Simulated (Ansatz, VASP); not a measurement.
AlN: VASP beside Ansatz

File INCAR:

```
PREC     = Accurate       # precision mode
ENCUT    = 520            # plane-wave cutoff, eV
EDIFF    = 1E-7           # SCF threshold, eV
ISMEAR   = 0              # smearing method
SIGMA    = 0.05           # smearing width, eV
LREAL    = False          # projectors in reciprocal space
LASPH    = True           # aspherical terms in the spheres
NELM     = 80             # most SCF steps
ALGO     = Normal         # electronic algorithm
ISIF     = 2              # what is computed and relaxed
LWAVE    = False          # write WAVECAR
LCHARG   = False          # write CHGCAR
GGA      = PS             # functional
NBANDS   = 11             # bands
```

The input KPOINTS:

```
Automatic mesh
0
Gamma
  10 10 10
```

Contents of POSCAR:

```
AlN
1.0
    0.0000000000      2.1886566781      2.1886566781
    2.1886566781      0.0000000000      2.1886566781
    2.1886566781      2.1886566781      0.0000000000
Al N
1 1
Direct
   -0.0112666392      0.0112666392      0.0112666392
    0.7717028100      0.7282971900      0.7282971900
```

Input for Ansatz:

```yaml
crystal:
  lattice:
    - [0.0, 2.1886566781, 2.1886566781]
    - [2.1886566781, 0.0, 2.1886566781]
    - [2.1886566781, 2.1886566781, 0.0]
  atoms:
    - { symbol: Al, position: [-0.0112666392, 0.0112666392, 0.0112666392] }
    - { symbol: "N", position: [0.77170281, 0.72829719, 0.72829719] }
basis:
  ecutwfc: 520.0
kpoints:
  mp_grid: { grid: [10, 10, 10] }
hamiltonian:
  xc: pbesol
  pseudopotentials: { kind: paw, azcp: { folder: soft_1 } }
scf:
  occupations: { method: gaussian, width: 0.05 }
output:
  forces: true
  stress: true
  eigenvalues: true
```

Change from the starting cell: mode 4 frozen in at -0.095 Å and mode 5 at +0.000 Å (largest displacements).

Alike in both runs: task single point; functional PBEsol; k mesh 10 × 10 × 10; occupations gaussian, width 0.05 eV; no spin polarisation.

|  | VASP | Ansatz |
| --- | --- | --- |
| version | VASP 6.6.1 | Ansatz 0.2.0 |
| potentials or method | VASP PAW PBE potentials, release 64 (Al, N), cutoff 520 eV | scalar-relativistic, plane waves, PAW |
| valence electrons in the cell | 8 | 8 |

```tsv
	VASP	Ansatz	Ansatz less VASP
gap on the k mesh at the Fermi level (eV)	2.82	2.82	+0.007
least direct gap on the mesh (eV)	3.68	3.66	-0.016
pressure (GPa)	2.6	2.5	-0.06
traceless stress, the component that is largest in VASP (GPa)	-10.27	-10.11	+0.164
rms of the force components (eV/Å)	1.176	1.166	-0.0094
```

VASP's potentials were made for PBE, not for PBEsol, and Ansatz warns of the same on its side. Atom by atom the forces differ by 0.009 eV/Å (rms over components). The functional is the same, so the differences come from potentials, cutoffs and numerics.
